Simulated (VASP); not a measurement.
# Ba (Pm-3m) in VASP: a series of runs, part 2 of 3

VASP 6.6.1.

## (3) Single point, PBEsol

This run uses another cell than the first one, of 58.93 Å³/atom.

Contents of INCAR:

```
SYSTEM = Ba
PREC = Accurate
ENCUT = 520
EDIFF = 1E-6
ISMEAR = 1
SIGMA = 0.1
LREAL = .FALSE.
LASPH = .TRUE.
NELM = 80
ALGO = Normal
ISIF = 2
LWAVE = .FALSE.
LCHARG = .FALSE.
GGA = PS
NBANDS = 11
```

Contents of KPOINTS:

```
regular mesh
0
G
  6 6 6
  0 0 0
```

Contents of POSCAR:

```
Ba
1.0
    3.8914233414      0.0000000000      0.0000000000
    0.0000000000      3.8914233414      0.0000000000
    0.0000000000      0.0000000000      3.8914233414
Ba
1
Direct
    0.0000000000      0.0000000000      0.0000000000
```

Potentials or basis: VASP PAW PBE potentials, release 64 (Ba_sv).

Run with:

```
$ cat potpaw_PBE.64/Ba_sv/POTCAR > POTCAR
$ mpirun -np 1 vasp_std > vasp.out
```

OUTCAR:

```text
SYSTEM = Ba
   PREC = Accurate
   ENCUT = 520
   EDIFF = 1E-6
   ISMEAR = 1
   LREAL = .FALSE.
   LASPH = .TRUE.
   NELM = 80
   ISIF = 2
   GGA = PS

 ion  position               nearest neighbor table
   1  0.000  0.000  0.000-

  LATTYP: Found a simple cubic cell.
 ALAT       =     3.8914233414

  Lattice vectors:

 A1 = (   3.8914233414,   0.0000000000,   0.0000000000)
 A2 = (   0.0000000000,   3.8914233414,   0.0000000000)
 A3 = (   0.0000000000,   0.0000000000,   3.8914233414)

Analysis of symmetry for initial positions (statically):
=====================================================================
 Subroutine PRICEL returns:
 Original cell was already a primitive cell.

 Routine SETGRP: Setting up the symmetry group for a
 simple cubic supercell.

 Subroutine GETGRP returns: Found 48 space group operations
 (whereof 48 operations were pure point group operations)
 out of a pool of 48 trial point group operations.

The static configuration has the point symmetry O_h .

Analysis of symmetry for dynamics (positions and initial velocities):
=====================================================================
 Subroutine PRICEL returns:
 Original cell was already a primitive cell.

 Routine SETGRP: Setting up the symmetry group for a
 simple cubic supercell.

 Subroutine GETGRP returns: Found 48 space group operations
 (whereof 48 operations were pure point group operations)
 out of a pool of 48 trial point group operations.

The dynamic configuration has the point symmetry O_h .

 Subroutine INISYM returns: Found 48 space group operations
 (whereof 48 operations are pure point group operations),
 and found     1 'primitive' translations

----------------------------------------------------------------------------------------

                                     Primitive cell

  volume of cell :      58.9285

  direct lattice vectors                    reciprocal lattice vectors
     3.891423341  0.000000000  0.000000000     0.256975382  0.000000000  0.000000000
     0.000000000  3.891423341  0.000000000     0.000000000  0.256975382  0.000000000
     0.000000000  0.000000000  3.891423341     0.000000000  0.000000000  0.256975382

  length of vectors
     3.891423341  3.891423341  3.891423341     0.256975382  0.256975382  0.256975382

  position of ions in fractional coordinates (direct lattice)
     0.000000000  0.000000000  0.000000000

  ion indices of the primitive-cell ions
   primitive index   ion index
                 1           1

----------------------------------------------------------------------------------------

 KPOINTS: regular mesh

Automatic generation of k-mesh.
 Grid dimensions read from file:
 generate k-points for:    6    6    6

 Generating k-lattice:

  Cartesian coordinates                     Fractional coordinates (reciprocal lattice)
     0.042829230  0.000000000  0.000000000     0.166666667  0.000000000  0.000000000
     0.000000000  0.042829230  0.000000000     0.000000000  0.166666667  0.000000000
     0.000000000  0.000000000  0.042829230     0.000000000  0.000000000  0.166666667

  Length of vectors
     0.042829230  0.042829230  0.042829230

  Shift w.r.t. Gamma in fractional coordinates (k-lattice)
     0.000000000  0.000000000  0.000000000

 Subroutine IBZKPT returns following result:
 ===========================================

 Found     20 irreducible k-points:

 Following reciprocal coordinates:
            Coordinates               Weight
  0.000000  0.000000  0.000000      1.000000
  0.166667  0.000000  0.000000      6.000000
  0.333333  0.000000  0.000000      6.000000
  0.500000  0.000000  0.000000      3.000000
  0.166667  0.166667  0.000000     12.000000
  0.333333  0.166667  0.000000     24.000000
[... 12 lines left out ...]
  0.500000  0.500000  0.333333      6.000000
  0.500000  0.500000  0.500000      1.000000
   k-points           NKPTS =     20   k-points in BZ     NKDIM =     20   number of bands    NBANDS=     11
   number of dos      NEDOS =    301   number of ions     NIONS =      1
   total plane-waves  NPLWV =  27000
   dimension x,y,z NGX =    30 NGY =   30 NGZ =   30
   dimension x,y,z NGXF=    60 NGYF=   60 NGZF=   60
   ions per type =               1
   NGX,Y,Z   is equivalent  to a cutoff of  12.82, 12.82, 12.82 a.u.
   NGXF,Y,Z  is equivalent  to a cutoff of  25.63, 25.63, 25.63 a.u.
 SYSTEM =  Ba
   PREC   = accura    normal or accurate (medium, high low for compatibility)
   ISTART =      0    job   : 0-new  1-cont  2-samecut
   ICHARG =      2    charge: 1-file 2-atom 10-const
   ISPIN  =      1    spin polarized calculation?
   LNONCOLLINEAR =      F non collinear calculations
   LSORBIT =      F    spin-orbit coupling
   LASPH  =      T    aspherical Exc in radial PAW
   ENCUT  =  520.0 eV  38.22 Ry    6.18 a.u.   7.24  7.24  7.24*2*pi/ulx,y,z
   NELM   =     80;   NELMIN=  2; NELMDL= -5     # of ELM steps
   EDIFF  = 0.1E-05   stopping-criterion for ELM
   LREAL  =      F    real-space projection
   EDIFFG = 0.1E-04   stopping-criterion for IOM
   NSW    =      0    number of steps for IOM
   IBRION =     -1    ionic relax: 0-MD 1-quasi-New 2-CG
   NFREE  =      0    steps in history (QN), initial steepest desc. (CG)
   ISIF   =      2    stress and relaxation
   ISYM   =      2    0-nonsym 1-usesym 2-fastsym
   POTIM  = 0.5000    time-step for ionic-motion
   TEBEG  =    0.0;   TEEND  =   0.0 temperature during run
   PSTRESS=    0.0 pullay stress
   NELECT =      10.0000    total number of electrons
   NUPDOWN=      -1.0000    fix difference up-down
   EMIN   =  10.00;   EMAX   =-10.00  energy-range for DOS
   EFERMI =   0.00;   METHOD = LEGACY
   ISMEAR =     1;   SIGMA  =   0.10  broadening in eV -4-tet -1-fermi 0-gaus
   EFERMI_NEDOS =   21; number of points for ismear=-14 and -15
   IALGO  =     38    algorithm
   IMIX   =      4    mixing-type and parameters
     AMIX     =   0.40;   BMIX     =  1.00
     AMIX_MAG =   1.60;   BMIX_MAG =  1.00
  volume/ion in A,a.u.               =      58.93       397.67
  Fermi-wavevector in a.u.,A,eV,Ry     =   0.906358  1.712768 11.176975  0.821484
  Thomas-Fermi vector in A             =   2.030036
   LORBIT       =      0    0 simple, 1 ext, 2 COOP (PROOUT), +10 PAW based schemes
   GGA     = PS    functional components
   LHFCALC =     F    Hartree Fock is set to
   AEXX    =    0.0000 exact exchange contribution
   IVDW    =     0    specifies the selected vdW correction
   LEPSILON=     F    determine dielectric tensor
   LRPA    =     F    only Hartree local field effects (RPA)
 non-spin polarized calculation
 Methfessel and Paxton  Order N= 1 SIGMA  =   0.10
  energy-cutoff  :      520.00
  volume of cell :       58.93
 maximum number of plane-waves:      1622
 NGX is ok and might be reduce to    30
   NGX = 15   NGY = 15   NGZ = 15

 number of electron      10.0000002 magnetization

 Free energy of the ion-electron system (eV)
  ---------------------------------------------------
  ext. energy  EPLUGINS =         0.00000000
  ---------------------------------------------------
  free energy    TOTEN  =        -1.84000339 eV

  energy without entropy =       -1.83879602  energy(sigma->0) =       -1.83960093

 E-fermi :   1.7954     XC(G=0):  -7.7076

 val. band max:        1.6755334720   @ k =   0.0000   0.0000   0.0000
 cond. band min:       1.7962761982   @ k =   0.5000   0.1667   0.1667
 fundamental gap:      0.1207427262
 Fermi energy:         1.7954418552

 k-point     1 :       0.0000    0.0000    0.0000
  band No.  band energies     occupation
      1     -27.3601      2.00000
      2     -12.1340      2.00000
      3     -12.1340      2.00000
      4     -12.1340      2.00000
      5      -0.9248      2.00000
      6       1.6755      2.07071
      7       1.6755      2.07071
      8       6.8165      0.00000
      9       6.8165      0.00000
     10       6.8165      0.00000
     11       9.5304      0.00000
[... 253 lines left out ...]
 k-point    20 :       0.5000    0.5000    0.5000
  band No.  band energies     occupation
      1     -27.1531      2.00000
      2     -12.7201      2.00000
      3     -12.7201      2.00000
      4     -12.7201      2.00000
      5       1.6111      2.02563
      6       1.6111      2.02563
      7       1.6111      2.02563
      8       5.6943      0.00000
      9       8.5682      0.00000
     10       8.5686      0.00000
     11       8.7283      0.00000

------------------------ aborting loop because EDIFF is reached ----------------------------------------

  FORCE on cell =-STRESS in cart. coord.  units (eV):
  Direction    XX          YY          ZZ          XY          YZ          ZX
  --------------------------------------------------------------------------------------
  -------------------------------------------------------------------------------------
  Total       -0.1649818     -0.1649818     -0.1649818      0.0000000      0.0000000     -0.0000000
  in kB       -4.4856062     -4.4856062     -4.4856062      0.0000000      0.0000000     -0.0000000
  external PRESSURE =      -4.4856062 kB  Pullay stress =       0.0000000 kB

 VOLUME and BASIS-vectors are now :
 -----------------------------------------------------------------------------
  energy-cutoff  :      520.00
  volume of cell :       58.93
      direct lattice vectors                 reciprocal lattice vectors
     3.891423341  0.000000000  0.000000000     0.256975382  0.000000000  0.000000000
     0.000000000  3.891423341  0.000000000     0.000000000  0.256975382  0.000000000
     0.000000000  0.000000000  3.891423341     0.000000000  0.000000000  0.256975382

 POSITION                                       TOTAL-FORCE (eV/Angst)
 -----------------------------------------------------------------------------------
      0.00000      0.00000      0.00000         0.000000      0.000000      0.000000
 -----------------------------------------------------------------------------------
    total drift:                                0.000000      0.000000     -0.000000

  FREE ENERGIE OF THE ION-ELECTRON SYSTEM (eV)
  ---------------------------------------------------
  free  energy   TOTEN  =        -1.8400033940 eV

  energy  without entropy=       -1.8387960167  energy(sigma->0) =       -1.83960093
```

stdout:

```text
POSCAR found type information on POSCAR Ba
 POSCAR found :  1 types and       1 ions
 scaLAPACK will be used
 -----------------------------------------------------------------------------
|                                                                             |
|                                                                             |
|     You enforced a specific xc type in the INCAR file but a different       |
|     I HOPE YOU KNOW WHAT YOU ARE DOING!                                     |
|                                                                             |
 -----------------------------------------------------------------------------

 LDA part: xc-table for (Slater+PW92), standard interpolation
 POSCAR, INCAR and KPOINTS ok, starting setup
 FFT: planning ... GRIDC
 FFT: planning ... GRID_SOFT
 FFT: planning ... GRID
 WAVECAR not read
 entering main loop
```

It took 14 s on 1 thread of Intel Xeon 8259CL, shared host; peak memory 0.17 GiB.

Results:

| Quantity | Value |
| --- | --- |
| Free energy | -1.8400 eV |
| Pressure | -0.4 GPa |
| Band gap on the k mesh | zero (bands 5 and 6 overlap by 0.19 eV) |

Levels at points of the mesh, in eV from the Fermi level:
```csv
k point,band 1,band 2,band 3,band 4,band 5,band 6,band 7,band 8,band 9,band 10
"(0.00, 0.00, 0.00)",-29.16,-13.93,-13.93,-13.93,-2.72,-0.12,-0.12,5.02,5.02,5.02
"(0.50, 0.00, 0.00)",-29.08,-14.75,-13.85,-13.85,-0.81,0.48,0.80,2.62,2.62,5.30
"(0.50, 0.50, 0.00)",-29.02,-14.63,-14.63,-13.78,-1.17,0.60,3.14,3.14,3.45,3.45
"(0.50, 0.50, 0.50)",-28.95,-14.52,-14.52,-14.52,-0.18,-0.18,-0.18,3.90,6.77,6.77
```

Caveat: the PAW data sets were made with another functional, which shifts forces and pressure a little; spin-orbit coupling is left out, which moves the levels of the heavy elements.

(Continued in part 3 of 3.)
